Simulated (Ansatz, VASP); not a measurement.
## One calculation of AlH2, two programs

```
CELL_PARAMETERS angstrom
3.04154 0.00000 0.00000
0.00000 3.04154 0.00000
0.00000 0.00000 2.67113
ATOMIC_POSITIONS crystal
Al 0.00000 0.00000 0.50000
H 0.00000 0.50000 0.00000
H 0.50000 0.00000 0.00000
```

Alike in both runs: functional PBE; k mesh 16 × 16 × 16; occupations gaussian, width 0.1 eV; no spin polarisation.

Ansatz relaxed the structure, and its values are those at the end. VASP's run is a single point on that final structure, the one shown.

|  | VASP | Ansatz |
| --- | --- | --- |
| version | VASP 6.6.1 | Ansatz 0.2.0 |
| potentials or method | VASP PAW PBE potentials, release 64 (Al, H), cutoff 520 eV | scalar-relativistic, plane waves, PAW |
| valence electrons in the cell | 5 | 5 |

|  | VASP | Ansatz | Ansatz less VASP |
| --- | --- | --- | --- |
| gap on the k mesh at the Fermi level (eV) | none | none | - |
| pressure (GPa) | -0.2 | 0.0 | +0.19 |

A gap of «none» marks a metal or a gap that the smearing closes.
